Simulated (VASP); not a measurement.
Here is a VASP 6.6.1 calculation.

INCAR

```
PREC = Accurate ; ENCUT = 600
EDIFF = 1E-7 ; ISMEAR = 0
SIGMA = 0.02 ; LREAL = False
LASPH = True ; NELM = 60
ALGO = Normal ; ISIF = 3
LWAVE = False ; LCHARG = False
GGA = PE ; IBRION = 2
NSW = 100 ; EDIFFG = -0.01
```

File KPOINTS:

```
regular mesh
0
Gamma
  10 10 10
```

Contents of POSCAR:

```
GaN
1.0
    0.0000000000      2.2740798337      2.2740798337
    2.2740798337      0.0000000000      2.2740798337
    2.2740798337      2.2740798337      0.0000000000
Ga N
1 1
Direct
    0.0000000000      0.0000000000      0.0000000000
    0.7500000000      0.7500000000      0.7500000000
```

Potentials or basis: VASP PAW PBE potentials, release 64 (Ga_d, N).

Command:

```sh
$ cat potpaw_PBE.64/Ga_d/POTCAR potpaw_PBE.64/N/POTCAR > POTCAR
$ mpirun -np 1 vasp_std > vasp.out
```

Question: Estimate the band gap on the k mesh.

Answer: 1.55 eV, direct.

Final structure:
```xyz
2
Lattice="0.0000 2.2741 2.2741 2.2741 0.0000 2.2741 2.2741 2.2741 0.0000" Properties=species:S:1:pos:R:3 pbc="T T T"
Ga    0.0000    0.0000    0.0000
N     3.4111    3.4111    3.4111
```

Caveat: the relaxation stopped at its first step, so nothing moved.
